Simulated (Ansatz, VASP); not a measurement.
## One calculation of AlRu, two programs

File INCAR:

```
SYSTEM = AlRu
PREC = Accurate ; ENCUT = 520
EDIFF = 1E-6 ; ISMEAR = -1
SIGMA = 0.05 ; LREAL = .FALSE.
LASPH = .TRUE. ; NELM = 60
ALGO = Normal ; ISIF = 2
LWAVE = .FALSE. ; LCHARG = .FALSE.
GGA = PS ; NBANDS = 16
```

KPOINTS

```
regular mesh
0
G
  14 14 14
  0 0 0
```

POSCAR

```
AlRu
1.0
    0.0000000000      2.0198335533      2.0198335533
    2.0198335533      0.0000000000      2.0198335533
    2.0198335533      2.0198335533      0.0000000000
Ru Al
1 1
Direct
    0.0000000000      0.0000000000      0.0000000000
    0.5000000000      0.5000000000      0.5000000000
```

Input for Ansatz:

```yaml
crystal:
  lattice:
    - [0.0, 2.0198335533, 2.0198335533]
    - [2.0198335533, 0.0, 2.0198335533]
    - [2.0198335533, 2.0198335533, 0.0]
  atoms:
    - { symbol: Ru, position: [0.0, 0.0, 0.0] }
    - { symbol: Al, position: [0.5, 0.5, 0.5] }
kpoints:
  mp_grid: { grid: [14, 14, 14] }
scf:
  occupations: { method: fermi_dirac, width: 0.05 }
hamiltonian:
  xc: pbesol
  pseudopotentials: { kind: all_electron, datasets: crystal }
output:
  forces: true
  stress: true
  eigenvalues: true
```

Change from the starting cell: volume scaled by 0.55, crystal datasets.

Alike in both runs: task single point; functional PBEsol; k mesh 14 × 14 × 14; occupations fermi-dirac, width 0.05 eV; no spin polarisation.

```csv
,VASP,Ansatz
version,VASP 6.6.1,Ansatz 0.2.0
potentials or method,"VASP PAW PBE potentials, release 64 (Ru_pv, Al), cutoff 520 eV","all-electron PAW with datasets made for the crystal, scalar-relativistic"
```

Ansatz gave:

```
pressure (GPa) : 321.8
```

Which values does VASP return?

Pressure (GPa): 326.7.

VASP's potentials were made for PBE, not for PBEsol. Both programs put the cell under a high pressure, so it lies far from rest at this level. Ansatz ran all-electron here, and VASP with PAW potentials.

Noted on VASP's run: the cell as given lies far from equilibrium.
